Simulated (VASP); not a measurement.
# CsPbCl3 (R32) in VASP: single point with PBEsol

Aim: the single point of CsPbCl3 with PBEsol.

Everything below comes from runs of VASP 6.6.1. Logs are shortened: lines on timing, memory, paths and dates and some standing lists are left out, and cuts for length are marked.

### Step 1. The cell of the first run

The structure is trigonal, space group R32 (No. 155). The conventional cell has a = 8.006 Å, b = 8.006 Å, c = 9.887 Å, α = 90.00°, β = 90.00°, γ = 120.00°. Cs (site symmetry 32) has 12 Cl at 3.85 to 4.15 Å and 8 Pb at 4.91 to 4.94 Å within 5.1 Å. Pb (site symmetry 32) has 6 Cl at 2.84 Å within 3.7 Å. Cl (site symmetry 2) has 2 Pb at 2.84 Å within 3.7 Å.

### Step 2. Single point, PBEsol

INCAR

```
PREC = Accurate
ENCUT = 520
EDIFF = 1E-6
ISMEAR = 0
SIGMA = 0.1
LREAL = F
LASPH = T
NELM = 60
ALGO = Normal
ISIF = 2
LWAVE = F
LCHARG = T
GGA = PS
LELF = T
LVHAR = T
NBANDS = 30
```

KPOINTS

```
Automatic mesh
0
Gamma
  3 3 3
```

POSCAR

```
CsPbCl3
1.0
    4.0031551156      2.3112226836      3.2955554574
   -4.0031551156      2.3112226836      3.2955554574
    0.0000000000     -4.6224453672      3.2955554574
Cs Pb Cl
1 1 3
Direct
    0.5000000000      0.5000000000      0.5000000000
    0.0000000000      0.0000000000      0.0000000000
    0.5000000000      0.0186003000      0.9813997000
    0.0186003000      0.9813997000      0.5000000000
    0.9813997000      0.5000000000      0.0186003000
```

Potentials or basis: VASP PAW PBE potentials, release 64 (Cs_sv, Pb_d, Cl).

The run is started by

```
$ cat potpaw_PBE.64/Cs_sv/POTCAR potpaw_PBE.64/Pb_d/POTCAR potpaw_PBE.64/Cl/POTCAR > POTCAR
$ mpirun -np 1 vasp_std > vasp.out
```

OUTCAR:

```text
PREC = Accurate
   ENCUT = 520
   EDIFF = 1E-6
   ISMEAR = 0
   LREAL = F
   LASPH = T
   NELM = 60
   ISIF = 2
   GGA = PS

 ion  position               nearest neighbor table
   1  0.500  0.500  0.500-
   2  0.000  0.000  0.000-   5 2.84   3 2.84   5 2.84   3 2.84   4 2.84   4 2.84
   3  0.500  0.019  0.981-   2 2.84   2 2.84
   4  0.019  0.981  0.500-   2 2.84   2 2.84
   5  0.981  0.500  0.019-   2 2.84   2 2.84

  LATTYP: Found a trigonal (rhomboedric) cell.
 ALAT       =     5.6769434510
 COS(alpha) =     0.0054979182

  Lattice vectors:

 A1 = (   4.0031551156,   2.3112226836,   3.2955554574)
 A2 = (  -4.0031551156,   2.3112226836,   3.2955554574)
 A3 = (   0.0000000000,  -4.6224453672,   3.2955554574)

Analysis of symmetry for initial positions (statically):
=====================================================================
 Subroutine PRICEL returns:
 Original cell was already a primitive cell.

 Routine SETGRP: Setting up the symmetry group for a
 trigonal (rhombohedral) supercell.

 Subroutine GETGRP returns: Found  6 space group operations
 (whereof  6 operations were pure point group operations)
 out of a pool of 12 trial point group operations.

The static configuration has the point symmetry D_3 .

Analysis of symmetry for dynamics (positions and initial velocities):
=====================================================================
 Subroutine PRICEL returns:
 Original cell was already a primitive cell.

 Routine SETGRP: Setting up the symmetry group for a
 trigonal (rhombohedral) supercell.

 Subroutine GETGRP returns: Found  6 space group operations
 (whereof  6 operations were pure point group operations)
 out of a pool of 12 trial point group operations.

The dynamic configuration has the point symmetry D_3 .

 Subroutine INISYM returns: Found  6 space group operations
 (whereof  6 operations are pure point group operations),
 and found     1 'primitive' translations

----------------------------------------------------------------------------------------

                                     Primitive cell

  volume of cell :     182.9465

  direct lattice vectors                    reciprocal lattice vectors
     4.003155116  2.311222684  3.295555457     0.124901480  0.072111903  0.101146328
    -4.003155116  2.311222684  3.295555457    -0.124901480  0.072111903  0.101146328
     0.000000000 -4.622445367  3.295555457     0.000000000 -0.144223807  0.101146328

  length of vectors
     5.676943451  5.676943451  5.676943451     0.176156425  0.176156425  0.176156425

  position of ions in fractional coordinates (direct lattice)
     0.500000000  0.500000000  0.500000000
     0.000000000  0.000000000  0.000000000
     0.500000000  0.018600300  0.981399700
     0.018600300  0.981399700  0.500000000
     0.981399700  0.500000000  0.018600300

  ion indices of the primitive-cell ions
   primitive index   ion index
                 1           1
                 2           2
                 3           3
                 4           4
                 5           5

----------------------------------------------------------------------------------------

 KPOINTS: Automatic mesh

Automatic generation of k-mesh.
 Grid dimensions read from file:
 generate k-points for:    3    3    3

 Generating k-lattice:

  Cartesian coordinates                     Fractional coordinates (reciprocal lattice)
     0.041633827  0.024037301  0.033715443     0.333333333 -0.000000000  0.000000000
    -0.041633827  0.024037301  0.033715443    -0.000000000  0.333333333  0.000000000
     0.000000000 -0.048074602  0.033715443     0.000000000  0.000000000  0.333333333

  Length of vectors
     0.058718808  0.058718808  0.058718808

  Shift w.r.t. Gamma in fractional coordinates (k-lattice)
     0.000000000  0.000000000  0.000000000

 Subroutine IBZKPT returns following result:
 ===========================================

 Found      6 irreducible k-points:

 Following reciprocal coordinates:
            Coordinates               Weight
  0.000000  0.000000  0.000000      1.000000
  0.333333  0.000000  0.000000      6.000000
  0.333333  0.333333  0.000000      6.000000
 -0.333333  0.333333  0.000000      6.000000
  0.333333  0.333333  0.333333      2.000000
 -0.333333  0.333333  0.333333      6.000000
   k-points           NKPTS =      6   k-points in BZ     NKDIM =      6   number of bands    NBANDS=     30
   number of dos      NEDOS =    301   number of ions     NIONS =      5
   total plane-waves  NPLWV =  74088
   dimension x,y,z NGX =    42 NGY =   42 NGZ =   42
   dimension x,y,z NGXF=    84 NGYF=   84 NGZF=   84
   ions per type =               1   1   3
   NGX,Y,Z   is equivalent  to a cutoff of  12.30, 12.30, 12.30 a.u.
   NGXF,Y,Z  is equivalent  to a cutoff of  24.60, 24.60, 24.60 a.u.
 SYSTEM =  unknown system
   PREC   = accura    normal or accurate (medium, high low for compatibility)
   ISTART =      0    job   : 0-new  1-cont  2-samecut
   ICHARG =      2    charge: 1-file 2-atom 10-const
   ISPIN  =      1    spin polarized calculation?
   LNONCOLLINEAR =      F non collinear calculations
   LSORBIT =      F    spin-orbit coupling
   LASPH  =      T    aspherical Exc in radial PAW
   ENCUT  =  520.0 eV  38.22 Ry    6.18 a.u.  10.56 10.56 10.56*2*pi/ulx,y,z
   NELM   =     60;   NELMIN=  2; NELMDL= -5     # of ELM steps
   EDIFF  = 0.1E-05   stopping-criterion for ELM
   LREAL  =      F    real-space projection
   EDIFFG = 0.1E-04   stopping-criterion for IOM
   NSW    =      0    number of steps for IOM
   IBRION =     -1    ionic relax: 0-MD 1-quasi-New 2-CG
   NFREE  =      0    steps in history (QN), initial steepest desc. (CG)
   ISIF   =      2    stress and relaxation
   ISYM   =      2    0-nonsym 1-usesym 2-fastsym
   POTIM  = 0.5000    time-step for ionic-motion
   TEBEG  =    0.0;   TEEND  =   0.0 temperature during run
   PSTRESS=    0.0 pullay stress
   NELECT =      44.0000    total number of electrons
   NUPDOWN=      -1.0000    fix difference up-down
   EMIN   =  10.00;   EMAX   =-10.00  energy-range for DOS
   EFERMI =   0.00;   METHOD = LEGACY
   ISMEAR =     0;   SIGMA  =   0.10  broadening in eV -4-tet -1-fermi 0-gaus
   EFERMI_NEDOS =   21; number of points for ismear=-14 and -15
   IALGO  =     38    algorithm
   IMIX   =      4    mixing-type and parameters
     AMIX     =   0.40;   BMIX     =  1.00
     AMIX_MAG =   1.60;   BMIX_MAG =  1.00
  volume/ion in A,a.u.               =      36.59       246.92
  Fermi-wavevector in a.u.,A,eV,Ry     =   1.018086  1.923903 14.102420  1.036499
  Thomas-Fermi vector in A             =   2.151523
   LORBIT       =      0    0 simple, 1 ext, 2 COOP (PROOUT), +10 PAW based schemes
   GGA     = PS    functional components
   LHFCALC =     F    Hartree Fock is set to
   AEXX    =    0.0000 exact exchange contribution
   IVDW    =     0    specifies the selected vdW correction
   LEPSILON=     F    determine dielectric tensor
   LRPA    =     F    only Hartree local field effects (RPA)
 non-spin polarized calculation
 Gauss-broadening in eV      SIGMA  =   0.10
  energy-cutoff  :      520.00
  volume of cell :      182.95
 maximum number of plane-waves:      4945
 NGX is ok and might be reduce to    42
   NGX = 21   NGY = 21   NGZ = 21

 number of electron      44.0000008 magnetization

 Free energy of the ion-electron system (eV)
  ---------------------------------------------------
  ext. energy  EPLUGINS =         0.00000000
  ---------------------------------------------------
  free energy    TOTEN  =       -18.45070856 eV

  energy without entropy =      -18.45070856  energy(sigma->0) =      -18.45070856

 E-fermi :   0.5227     XC(G=0):  -7.8377

 val. band max:        0.0356704855   @ k =   0.3333   0.3333   0.3333
 cond. band min:       3.9335027325   @ k =   0.3333   0.3333   0.3333
 fundamental gap:      3.8978322470
 Fermi energy:         0.5226535458

 k-point     1 :       0.0000    0.0000    0.0000
  band No.  band energies     occupation
      1     -19.9060      2.00000
      2     -15.3349      2.00000
      3     -15.3349      2.00000
      4     -15.1371      2.00000
      5     -15.1371      2.00000
      6     -15.1341      2.00000
[... 22 lines left out ...]
     29       7.1902      0.00000
     30       7.1981      0.00000

 k-point     2 :       0.3333    0.0000    0.0000
  band No.  band energies     occupation
      1     -19.9047      2.00000
      2     -15.3348      2.00000
      3     -15.2707      2.00000
      4     -15.1385      2.00000
      5     -15.1374      2.00000
      6     -15.1347      2.00000
[... 22 lines left out ...]
     29       6.9824      0.00000
     30       7.7583      0.00000

 k-point     3 :       0.3333    0.3333    0.0000
  band No.  band energies     occupation
      1     -19.9035      2.00000
      2     -15.3044      2.00000
      3     -15.2321      2.00000
      4     -15.1392      2.00000
      5     -15.1382      2.00000
      6     -15.1353      2.00000
[... 22 lines left out ...]
     29       7.3553      0.00000
     30       7.5717      0.00000

 k-point     4 :      -0.3333    0.3333    0.0000
  band No.  band energies     occupation
      1     -19.9035      2.00000
      2     -15.3044      2.00000
      3     -15.2319      2.00000
      4     -15.1396      2.00000
      5     -15.1381      2.00000
      6     -15.1353      2.00000
[... 22 lines left out ...]
     29       7.3422      0.00000
     30       7.6080      0.00000

 k-point     5 :       0.3333    0.3333    0.3333
  band No.  band energies     occupation
      1     -19.9025      2.00000
      2     -15.2327      2.00000
      3     -15.2314      2.00000
      4     -15.1396      2.00000
      5     -15.1393      2.00000
      6     -15.1359      2.00000
[... 22 lines left out ...]
     29       7.3784      0.00000
     30       7.6457      0.00000

 k-point     6 :      -0.3333    0.3333    0.3333
  band No.  band energies     occupation
      1     -19.9024      2.00000
      2     -15.2322      2.00000
      3     -15.2316      2.00000
      4     -15.1399      2.00000
      5     -15.1394      2.00000
      6     -15.1360      2.00000
[... 22 lines left out ...]
     29       7.3975      0.00000
     30       7.7201      0.00000

------------------------ aborting loop because EDIFF is reached ----------------------------------------

  FORCE on cell =-STRESS in cart. coord.  units (eV):
  Direction    XX          YY          ZZ          XY          YZ          ZX
  --------------------------------------------------------------------------------------
  -------------------------------------------------------------------------------------
  Total       -1.1598602     -1.1598602     -1.1886595      0.0000000      0.0000000      0.0000000
  in kB      -10.1576247    -10.1576247    -10.4098380      0.0000000      0.0000000      0.0000000
  external PRESSURE =     -10.2416958 kB  Pullay stress =       0.0000000 kB

 VOLUME and BASIS-vectors are now :
 -----------------------------------------------------------------------------
  energy-cutoff  :      520.00
  volume of cell :      182.95
      direct lattice vectors                 reciprocal lattice vectors
     4.003155116  2.311222684  3.295555457     0.124901480  0.072111903  0.101146328
    -4.003155116  2.311222684  3.295555457    -0.124901480  0.072111903  0.101146328
     0.000000000 -4.622445367  3.295555457     0.000000000 -0.144223807  0.101146328

 POSITION                                       TOTAL-FORCE (eV/Angst)
 -----------------------------------------------------------------------------------
      0.00000      0.00000      4.94333         0.000000      0.000000     -0.000000
      0.00000      0.00000      0.00000         0.000000      0.000000     -0.000000
      1.92712     -3.33787      4.94333         0.020592     -0.035667     -0.000000
     -3.85424      0.00000      4.94333        -0.041185      0.000000      0.000000
      1.92712      3.33787      4.94333         0.020592      0.035667     -0.000000
 -----------------------------------------------------------------------------------
    total drift:                               -0.000001      0.000000     -0.000000

  FREE ENERGIE OF THE ION-ELECTRON SYSTEM (eV)
  ---------------------------------------------------
  free  energy   TOTEN  =       -18.4507085607 eV

  energy  without entropy=      -18.4507085607  energy(sigma->0) =      -18.45070856
```

Wall time 26 s (1 thread of Intel Xeon Platinum 8488C (Sapphire Rapids), shared host); peak memory 0.26 GiB.

Results:

```yaml
Free_energy: -18.4507 eV
Pressure: -1.0 GPa
Largest_force: 0.041 eV/Å
Band_gap_on_the_k_mesh: 3.90 eV, direct
```

Forces in eV/Å, atoms in the order of the input:
```
Cs   0.000  0.000  0.000
Pb   0.000  0.000  0.000
Cl   0.021 -0.036  0.000
Cl  -0.041  0.000  0.000
Cl   0.021  0.036  0.000
```

Caveat: the PAW data sets were made with another functional, which shifts forces and pressure a little; spin-orbit coupling is left out, which moves the levels of the heavy elements. A k mesh can miss the band edges.
